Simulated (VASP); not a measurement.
# AlN (P1) in VASP: a series of runs

The runs below take AlN through single point, with PBEsol.

Everything below comes from runs of VASP 6.6.1. Logs are shortened: lines on timing, memory, paths and dates and some standing lists are left out, and cuts for length are marked.

### 1 The cell of the first run

The typed cell holds 8 atoms: a = 3.114 Å, b = 3.114 Å, c = 13.190 Å, α = 86.62°, β = 88.31°, γ = 60.00°.

### 2 Single point, PBEsol (the part above a cut slid along it)

Input file INCAR:

```
  PREC = Accurate
  ENCUT = 520
  EDIFF = 1E-6
  ISMEAR = 0
  SIGMA = 0.05
  LREAL = F
  LASPH = T
  NELM = 80
  ALGO = Normal
  ISIF = 2
  LWAVE = F
  LCHARG = F
  GGA = PS
  NBANDS = 26
```

Input file KPOINTS:

```
regular mesh
0
Gamma
  8 8 3
```

Input file POSCAR:

```
AlN
1.0
   -3.1135599822      0.0000000000      0.0000000000
   -1.5567799911     -2.6964220408      0.0000000000
   -0.3891949978     -0.6741055102     13.1667009506
Al N
4 4
Direct
    0.3333333333      0.1621641950      0.6846765534
    0.3333333333      0.2567845273      0.3061952243
    0.6666666667      0.6374280267      0.1169545598
    0.6666666667      0.5428076945      0.4954358889
    0.3333333333      0.3152618071      0.0722861048
    0.3333333333      0.2206414749      0.4507674338
    0.6666666667      0.6012849743      0.2615267693
    0.6666666667      0.5066646421      0.6400080984
```

Potentials or basis: VASP PAW PBE potentials, release 64 (Al, N).

Command:

```bash
> cat potpaw_PBE.64/Al/POTCAR potpaw_PBE.64/N/POTCAR > POTCAR
> mpirun -np 1 vasp_std > vasp.out
```

OUTCAR:

```text
PREC = Accurate
   ENCUT = 520
   EDIFF = 1E-6
   ISMEAR = 0
   LREAL = F
   LASPH = T
   NELM = 80
   ISIF = 2
   GGA = PS

 ion  position               nearest neighbor table
   1  0.333  0.162  0.685-   8 1.89   8 1.89   8 1.89   4 3.07   4 3.07   4 3.07
   2  0.333  0.257  0.306-   7 1.89   7 1.89   7 1.89   6 1.90   3 3.07   3 3.07   3 3.07   4 3.07
                             4 3.07   4 3.07
   3  0.667  0.637  0.117-   5 1.89   5 1.89   5 1.89   7 1.90   2 3.07   2 3.07   2 3.07
   4  0.667  0.543  0.495-   6 1.89   6 1.89   6 1.89   8 1.90   1 3.07   1 3.07   1 3.07   2 3.07
                             2 3.07   2 3.07
   5  0.333  0.315  0.072-   3 1.89   3 1.89   3 1.89
   6  0.333  0.221  0.451-   4 1.89   4 1.89   4 1.89   2 1.90
   7  0.667  0.601  0.262-   2 1.89   2 1.89   2 1.89   3 1.90
   8  0.667  0.507  0.640-   1 1.89   1 1.89   1 1.89   4 1.90

  LATTYP: Found a base centered monoclinic cell.
 ALAT       =     3.1135599822
 B/A-ratio  =     1.7320508076
 C/A-ratio  =     4.2362085254
 COS(beta)  =    -0.0590150363

  Lattice vectors:

 A1 = (   3.1135599822,   0.0000000000,   0.0000000000)
 A2 = (  -1.5567799911,   2.6964220408,   0.0000000000)
 A3 = (  -0.3891949978,  -0.6741055102,  13.1667009506)

Analysis of symmetry for initial positions (statically):
=====================================================================
 Subroutine PRICEL returns:
 Original cell was already a primitive cell.

 Routine SETGRP: Setting up the symmetry group for a
 base centered monoclinic supercell.

 Subroutine GETGRP returns: Found  1 space group operations
 (whereof  1 operations were pure point group operations)
 out of a pool of  4 trial point group operations.

The static configuration has the point symmetry C_1 .

Analysis of symmetry for dynamics (positions and initial velocities):
=====================================================================
 Subroutine PRICEL returns:
 Original cell was already a primitive cell.

 Routine SETGRP: Setting up the symmetry group for a
 base centered monoclinic supercell.

 Subroutine GETGRP returns: Found  1 space group operations
 (whereof  1 operations were pure point group operations)
 out of a pool of  4 trial point group operations.

The dynamic configuration has the point symmetry C_1 .

 Subroutine INISYM returns: Found  1 space group operations
 (whereof  1 operations are pure point group operations),
 and found     1 'primitive' translations

----------------------------------------------------------------------------------------

                                     Primitive cell

  volume of cell :     110.5407

  direct lattice vectors                    reciprocal lattice vectors
    -3.113559982  0.000000000  0.000000000    -0.321175762  0.185430913 -0.000000000
    -1.556779991 -2.696422041  0.000000000     0.000000000 -0.370861825 -0.018987292
    -0.389194998 -0.674105510 13.166700951     0.000000000  0.000000000  0.075949169

  length of vectors
     3.113559982  3.113559982 13.189689341     0.370861825  0.371347561  0.075949169

  position of ions in fractional coordinates (direct lattice)
     0.333333333  0.162164195  0.684676553
     0.333333333  0.256784527  0.306195224
     0.666666667  0.637428027  0.116954560
     0.666666667  0.542807694  0.495435889
     0.333333333  0.315261807  0.072286105
     0.333333333  0.220641475  0.450767434
     0.666666667  0.601284974  0.261526769
     0.666666667  0.506664642  0.640008098

  ion indices of the primitive-cell ions
   primitive index   ion index
                 1           1
                 2           2
                 3           3
                 4           4
                 5           5
                 6           6
                 7           7
                 8           8

----------------------------------------------------------------------------------------

 KPOINTS: regular mesh

Automatic generation of k-mesh.
 Grid dimensions read from file:
 generate k-points for:    8    8    3

 Generating k-lattice:

  Cartesian coordinates                     Fractional coordinates (reciprocal lattice)
    -0.040146970  0.023178864 -0.000000000     0.125000000  0.000000000 -0.000000000
     0.000000000 -0.046357728 -0.002373412     0.000000000  0.125000000 -0.000000000
     0.000000000  0.000000000  0.025316390     0.000000000  0.000000000  0.333333333

  Length of vectors
     0.046357728  0.046418445  0.025316390

  Shift w.r.t. Gamma in fractional coordinates (k-lattice)
     0.000000000  0.000000000  0.000000000

 Subroutine IBZKPT returns following result:
 ===========================================

 Found     98 irreducible k-points:

 Following reciprocal coordinates:
            Coordinates               Weight
  0.000000  0.000000  0.000000      1.000000
  0.125000  0.000000  0.000000      2.000000
  0.250000  0.000000  0.000000      2.000000
  0.375000  0.000000  0.000000      2.000000
[... 28 lines left out ...]
   IBRION =     -1    ionic relax: 0-MD 1-quasi-New 2-CG
   NFREE  =      0    steps in history (QN), initial steepest desc. (CG)
   ISIF   =      2    stress and relaxation
   ISYM   =      2    0-nonsym 1-usesym 2-fastsym
   POTIM  = 0.5000    time-step for ionic-motion
   TEBEG  =    0.0;   TEEND  =   0.0 temperature during run
   PSTRESS=    0.0 pullay stress
   NELECT =      32.0000    total number of electrons
   NUPDOWN=      -1.0000    fix difference up-down
   EMIN   =  10.00;   EMAX   =-10.00  energy-range for DOS
   EFERMI =   0.00;   METHOD = LEGACY
   ISMEAR =     0;   SIGMA  =   0.05  broadening in eV -4-tet -1-fermi 0-gaus
   EFERMI_NEDOS =   21; number of points for ismear=-14 and -15
   IALGO  =     38    algorithm
   IMIX   =      4    mixing-type and parameters
     AMIX     =   0.40;   BMIX     =  1.00
     AMIX_MAG =   1.60;   BMIX_MAG =  1.00
  volume/ion in A,a.u.               =      13.82        93.25
  Fermi-wavevector in a.u.,A,eV,Ry     =   1.082973  2.046521 15.957316  1.172830
  Thomas-Fermi vector in A             =   2.219027
   LORBIT       =      0    0 simple, 1 ext, 2 COOP (PROOUT), +10 PAW based schemes
   GGA     = PS    functional components
   LHFCALC =     F    Hartree Fock is set to
   AEXX    =    0.0000 exact exchange contribution
   IVDW    =     0    specifies the selected vdW correction
   LEPSILON=     F    determine dielectric tensor
   LRPA    =     F    only Hartree local field effects (RPA)
 non-spin polarized calculation
 Gauss-broadening in eV      SIGMA  =   0.05
  energy-cutoff  :      520.00
  volume of cell :      110.54
 maximum number of plane-waves:      2992
   NGX = 11   NGY = 11   NGZ = 49

 number of electron      31.9999999 magnetization

 Free energy of the ion-electron system (eV)
  ---------------------------------------------------
  ext. energy  EPLUGINS =         0.00000000
  ---------------------------------------------------
  free energy    TOTEN  =       -58.66968899 eV

  energy without entropy =      -58.66028184  energy(sigma->0) =      -58.66498542

 E-fermi :   4.5305     XC(G=0):  -9.3863

 val. band max:        4.5294596005   @ k =   0.2500   0.0000  -0.3333
 cond. band min:       4.5334456325   @ k =  -0.2500  -0.2500  -0.3333
 fundamental gap:      0.0039860320
 Fermi energy:         4.5304591712

 k-point     1 :       0.0000    0.0000    0.0000
  band No.  band energies     occupation
      1     -12.9931      2.00000
      2     -11.6963      2.00000
      3     -10.4897      2.00000
      4      -8.5636      2.00000
      5      -3.3396      2.00000
      6      -1.2280      2.00000
[... 18 lines left out ...]
     25      12.8944      0.00000
     26      13.9912      0.00000

 k-point     2 :       0.1250    0.0000    0.0000
  band No.  band energies     occupation
      1     -12.8113      2.00000
      2     -11.5278      2.00000
      3     -10.3303      2.00000
      4      -8.4148      2.00000
      5      -3.1351      2.00000
      6      -1.2158      2.00000
[... 18 lines left out ...]
     25      13.0944      0.00000
[... 608 lines left out ...]
     25      13.2106      0.00000
     26      13.3446      0.00000

 k-point    24 :       0.1250    0.3750    0.0000
  band No.  band energies     occupation
      1     -11.9077      2.00000
      2     -10.7204      2.00000
      3      -9.5730      2.00000
      4      -7.7231      2.00000
      5      -2.7165      2.00000
      6      -2.2987      2.00000
[... 18 lines left out ...]
     25      12.7406      0.00000
     26      13.3531      0.00000

 [... further k-points ...]

------------------------ aborting loop because EDIFF is reached ----------------------------------------

  FORCE on cell =-STRESS in cart. coord.  units (eV):
  Direction    XX          YY          ZZ          XY          YZ          ZX
  --------------------------------------------------------------------------------------
  -------------------------------------------------------------------------------------
  Total       -1.1529630     -1.1603926     -0.2116205     -0.0019108      0.0102383      0.0086159
  in kB      -16.7110557    -16.8187407     -3.0672297     -0.0276948      0.1483945      0.1248782
  external PRESSURE =     -12.1990087 kB  Pullay stress =       0.0000000 kB

 VOLUME and BASIS-vectors are now :
 -----------------------------------------------------------------------------
  energy-cutoff  :      520.00
  volume of cell :      110.54
      direct lattice vectors                 reciprocal lattice vectors
    -3.113559982  0.000000000  0.000000000    -0.321175762  0.185430913 -0.000000000
    -1.556779991 -2.696422041  0.000000000     0.000000000 -0.370861825 -0.018987292
    -0.389194998 -0.674105510 13.166700951     0.000000000  0.000000000  0.075949169

 POSITION                                       TOTAL-FORCE (eV/Angst)
 -----------------------------------------------------------------------------------
     -1.55678     -0.89881      9.01493        -0.000835     -0.001789     -0.317865
     -1.55678     -0.89881      4.03158         0.000159     -0.000046     -1.313120
     -3.11356     -1.79761      1.53991        -0.000253     -0.000246     -2.052043
     -3.11356     -1.79761      6.52326        -0.000161      0.000021     -1.387983
     -1.55678     -0.89881      0.95177         0.001477      0.001695      1.534107
     -1.55678     -0.89881      5.93512        -0.000017      0.000189      1.205062
     -3.11356     -1.79761      3.44344         0.000153      0.000338      1.344819
     -3.11356     -1.79761      8.42680        -0.000523     -0.000162      0.987022
 -----------------------------------------------------------------------------------
    total drift:                               -0.000083     -0.000097     -0.000463

  FREE ENERGIE OF THE ION-ELECTRON SYSTEM (eV)
  ---------------------------------------------------
  free  energy   TOTEN  =       -58.6696889917 eV

  energy  without entropy=      -58.6602818388  energy(sigma->0) =      -58.66498542
```

Run time: 3.6 min. Hardware: 1 thread of AMD EPYC 9R45 (Zen 5), shared host; peak memory 0.32 GiB.

What came out:

```yaml
Free_energy: -58.6697 eV
Pressure: -1.2 GPa
Largest_force: 2.052 eV/Å
Band_gap_on_the_k_mesh: zero (bands 16 and 17 overlap by 0.20 eV)
```

Forces in eV/Å, atoms in the order of the input:
```
Al  -0.001 -0.002 -0.318
Al   0.000  0.000 -1.313
Al   0.000  0.000 -2.052
Al   0.000  0.000 -1.388
N    0.001  0.002  1.534
N    0.000  0.000  1.205
N    0.000  0.000  1.345
N   -0.001  0.000  0.987
```

Stress tensor (GPa, compression positive):
```
-1.67  0.00  0.01
 0.00 -1.68  0.01
 0.01  0.01 -0.31
```

Levels at points of the mesh, in eV from the Fermi level:
| k point | band 14 | band 15 | band 16 | band 17 | band 18 | band 19 |
| --- | --- | --- | --- | --- | --- | --- |
| (0.00, 0.00, 0.00) | -0.87 | -0.64 | 0.12 | 0.12 | 3.15 | 3.90 |
| (0.50, 0.00, 0.00) | -2.35 | -0.65 | -0.16 | 0.76 | 2.26 | 3.63 |
| (0.00, 0.50, 0.00) | -2.35 | -0.65 | -0.16 | 0.76 | 2.26 | 3.62 |
| (0.50, 0.50, 0.00) | -2.35 | -0.65 | -0.16 | 0.76 | 2.25 | 3.63 |

Caveat: the cell differs from its parent crystal (the part above a cut slid along it); semilocal functionals underestimate gaps, and a narrow one can read as zero; the PAW data sets were made with another functional, which shifts forces and pressure a little.

### 3 Single point, PBEsol (the part above a cut slid along it)

Input file INCAR:

```
  ALGO = Normal
  EDIFF = 1E-6
  ENCUT = 520
  GGA = PS
  ISIF = 2
  ISMEAR = 0
  LASPH = True
  LCHARG = False
  LREAL = False
  LWAVE = False
  NBANDS = 26
  NELM = 60
  PREC = Accurate
  SIGMA = 0.05
```

Input file KPOINTS:

```
k-points
0
Gamma
  8 8 3
```

Input file POSCAR:

```
AlN
1.0
   -3.1135599822      0.0000000000      0.0000000000
   -1.5567799911     -2.6964220408      0.0000000000
   -0.1297316659     -0.2247018367     13.1667009506
Al N
4 4
Direct
    0.3333333333      0.2762769539      0.6846765534
    0.3333333333      0.3078170646      0.3061952243
    0.6666666667      0.6569204534      0.1169545598
    0.6666666667      0.6253803426      0.4954358889
    0.3333333333      0.3273094913      0.0722861048
    0.3333333333      0.2957693805      0.4507674338
    0.6666666667      0.6448727692      0.2615267693
    0.6666666667      0.6133326585      0.6400080984
```

Potentials or basis: VASP PAW PBE potentials, release 64 (Al, N).

Command:

```bash
> cat potpaw_PBE.64/Al/POTCAR potpaw_PBE.64/N/POTCAR > POTCAR
> mpirun -np 1 vasp_std > vasp.out
```

Run time: 3.6 min. Hardware: 1 thread of AMD EPYC 9R45 (Zen 5), shared host; peak memory 0.32 GiB.

Results (log left out):

```yaml
Free_energy: -58.6707 eV
Pressure: -1.2 GPa
Largest_force: 2.053 eV/Å
Band_gap_on_the_k_mesh: zero (bands 16 and 17 overlap by 0.20 eV)
```

Forces in eV/Å, atoms in the order of the input:
```
Al  -0.001 -0.001 -0.315
Al   0.000  0.000 -1.314
Al   0.000  0.000 -2.053
Al   0.000  0.000 -1.388
N    0.001  0.001  1.532
N    0.000  0.000  1.205
N    0.000  0.000  1.345
N    0.000  0.000  0.987
```

Stress tensor (GPa, compression positive):
```
-1.67  0.00  0.01
 0.00 -1.67  0.01
 0.01  0.01 -0.34
```

Levels at points of the mesh, in eV from the Fermi level:
```
           k point  band 14  band 15  band 16  band 17  band 18  band 19
(0.00, 0.00, 0.00)    -0.87    -0.64     0.12     0.12     3.14     3.90
(0.50, 0.00, 0.00)    -2.35    -0.65    -0.16     0.76     2.25     3.63
(0.00, 0.50, 0.00)    -2.35    -0.65    -0.16     0.76     2.26     3.62
(0.50, 0.50, 0.00)    -2.35    -0.65    -0.16     0.76     2.25     3.63
```

Caveat: the cell differs from its parent crystal (the part above a cut slid along it); semilocal functionals underestimate gaps, and a narrow one can read as zero; the PAW data sets were made with another functional, which shifts forces and pressure a little.

### 4 Single point, PBEsol (the part above a cut slid along it)

Input file INCAR:

```
ALGO = Normal ; EDIFF = 1E-6
ENCUT = 520 ; GGA = PS
ISIF = 2 ; ISMEAR = 0
LASPH = T ; LCHARG = T
LELF = T ; LREAL = F
LVHAR = T ; LWAVE = F
NBANDS = 26 ; NELM = 60
PREC = Accurate ; SIGMA = 0.05
```

KPOINTS is that of step 3.

Input file POSCAR:

```
AlN
1.0
   -3.1135599822      0.0000000000      0.0000000000
   -1.5567799911     -2.6964220408      0.0000000000
   -0.2594633319     -0.4494036735      9.6667009506
Al N
4 4
Direct
    0.3333333333      0.1779040324      0.9325758056
    0.3333333333      0.2638235635      0.4170586192
    0.6666666667      0.6401166623      0.1593000261
    0.6666666667      0.5541971313      0.6748172124
    0.3333333333      0.3169235721      0.0984585671
    0.3333333333      0.2310040411      0.6139757535
    0.6666666667      0.6072971400      0.3562171603
    0.6666666667      0.5213776089      0.8717343466
```

Command:

```bash
> cat potpaw_PBE.64/Al/POTCAR potpaw_PBE.64/N/POTCAR > POTCAR
> mpirun -np 1 vasp_std > vasp.out
```

Run time: 1.7 min. Hardware: 1 thread of AMD EPYC 9R45 (Zen 5), shared host; peak memory 0.25 GiB.

The run converged. Its results:

```yaml
Free_energy: -61.5658 eV
Pressure: 8.2 GPa
Largest_force: 5.555 eV/Å
Band_gap_on_the_k_mesh: 3.73 eV
```

Forces on the atoms (eV/Å):
```
Al   0.291 -0.172 -5.544
Al   0.008  0.013  0.239
Al  -0.010  0.545  1.328
Al  -0.057 -0.045  0.216
N    0.219 -0.142  5.057
N   -0.011  0.003 -0.251
N    0.023  0.005 -0.256
N   -0.464 -0.207 -0.790
```

Stress tensor (GPa, compression positive):
```
 2.70 -0.25  1.80
-0.25 -0.02  2.44
 1.80  2.44 21.83
```

Levels at points of the mesh, in eV from the valence-band top:
| k point | band 14 | band 15 | band 16 | band 17 | band 18 | band 19 |
| --- | --- | --- | --- | --- | --- | --- |
| (0.00, 0.00, 0.00) | -0.54 | -0.46 | 0.00 | 3.73 | 5.44 | 6.10 |
| (0.50, 0.00, 0.00) | -1.62 | -1.44 | -0.84 | 4.34 | 4.95 | 5.34 |
| (0.00, 0.50, 0.00) | -1.74 | -1.37 | -0.79 | 4.58 | 5.09 | 5.18 |
| (0.50, 0.50, 0.00) | -1.67 | -1.11 | -0.96 | 4.28 | 4.89 | 5.20 |

Caveat: the cell differs from its parent crystal (the part above a cut slid along it); the stress differs along the axes, from -0 to 22 GPa; the PAW data sets were made with another functional, which shifts forces and pressure a little.

### 5 Single point, PBEsol (the part above a cut slid along it)

Input file INCAR:

```
SYSTEM = AlN
PREC = Accurate ; ENCUT = 520
EDIFF = 1E-6 ; ISMEAR = 0
SIGMA = 0.05 ; LREAL = .FALSE.
LASPH = .TRUE. ; NELM = 100
ALGO = Normal ; ISIF = 2
LWAVE = .FALSE. ; LCHARG = .FALSE.
GGA = PS ; NBANDS = 26
```

Input file KPOINTS:

```
regular mesh
0
G
  8 8 3
  0 0 0
```

Input file POSCAR:

```
AlN
1.0
   -3.1135599822      0.0000000000      0.0000000000
   -1.5567799911     -2.6964220408      0.0000000000
   -0.5189266637     -0.8988073469      9.6667009506
Al N
4 4
Direct
    0.3333333333      0.0224747315      0.9325758056
    0.3333333333      0.1943137936      0.4170586192
    0.6666666667      0.6135666580      0.1593000261
    0.6666666667      0.4417275959      0.6748172124
    0.3333333333      0.3005138110      0.0984585671
    0.3333333333      0.1286747488      0.6139757535
    0.6666666667      0.5479276132      0.3562171603
    0.6666666667      0.3760885511      0.8717343466
```

Command:

```bash
> cat potpaw_PBE.64/Al/POTCAR potpaw_PBE.64/N/POTCAR > POTCAR
> mpirun -np 1 vasp_std > vasp.out
```

It took 96 s on 1 thread of AMD EPYC 9R45 (Zen 5), shared host; peak memory 0.26 GiB.

Results (log left out):

- Free energy: -60.9559 eV
- Pressure: 4.9 GPa
- Largest force: 3.181 eV/Å
- Band gap on the k mesh: 2.70 eV (least direct gap 2.77 eV)

Forces on the atoms (eV/Å):
```
Al   0.316 -1.333 -2.871
Al   0.011  0.017  0.218
Al  -0.493  0.860  2.785
Al  -0.117 -0.020  0.125
N    1.336  0.440  1.770
N   -0.033  0.016 -0.273
N    0.076 -0.013 -0.247
N   -1.096  0.032 -1.506
```

Stress tensor (GPa, compression positive):
```
 1.73 -3.74  4.97
-3.74 -5.85  4.99
 4.97  4.99 18.94
```

Levels at points of the mesh, in eV from the valence-band top:
```
           k point  band 14  band 15  band 16  band 17  band 18  band 19
(0.00, 0.00, 0.00)    -0.91    -0.90     0.00     2.77     4.69     5.74
(0.50, 0.00, 0.00)    -1.99    -1.64    -1.13     2.76     4.54     4.99
(0.00, 0.50, 0.00)    -2.19    -1.64    -0.75     3.39     4.72     4.85
(0.50, 0.50, 0.00)    -2.04    -1.46    -0.81     3.19     4.39     4.83
```

Caveat: the cell differs from its parent crystal (the part above a cut slid along it); the stress differs along the axes, from -6 to 19 GPa; the PAW data sets were made with another functional, which shifts forces and pressure a little.

### 6 The runs side by side

| cell | gap on the mesh (eV) | pressure (GPa) | largest force (eV/Å) |
| --- | --- | --- | --- |
| a = 3.114, b = 3.114, c = 13.190 Å, angles 86.6, 88.3, 60.0°, 8 atoms | none | -1.2 | 2.05 |
| a = 3.114, b = 3.114, c = 13.169 Å, angles 88.9, 89.4, 60.0°, 8 atoms | none | -1.2 | 2.05 |
| a = 3.114, b = 3.114, c = 9.681 Å, angles 86.9, 88.5, 60.0°, 8 atoms | 3.73 | 8.2 | 5.55 |
| a = 3.114, b = 3.114, c = 9.722 Å, angles 83.9, 86.9, 60.0°, 8 atoms | 2.70 | 4.9 | 3.18 |

Alike in all rows: task single point; level PBEsol; potentials or basis VASP PAW PBE potentials, release 64 (Al, N); no spin polarisation; k mesh 8 × 8 × 3; cutoff (eV) 520; smearing gaussian 0.05 eV.

Caveats: the PAW data sets were made with another functional, which shifts forces and pressure a little; semilocal functionals underestimate gaps, and a narrow one can read as zero (at least some runs); the stress differs along the axes, from -0 to 22 GPa (at least some runs); the stress differs along the axes, from -6 to 19 GPa (at least some runs).

Absolute energies hang on the potentials; compare differences alone.
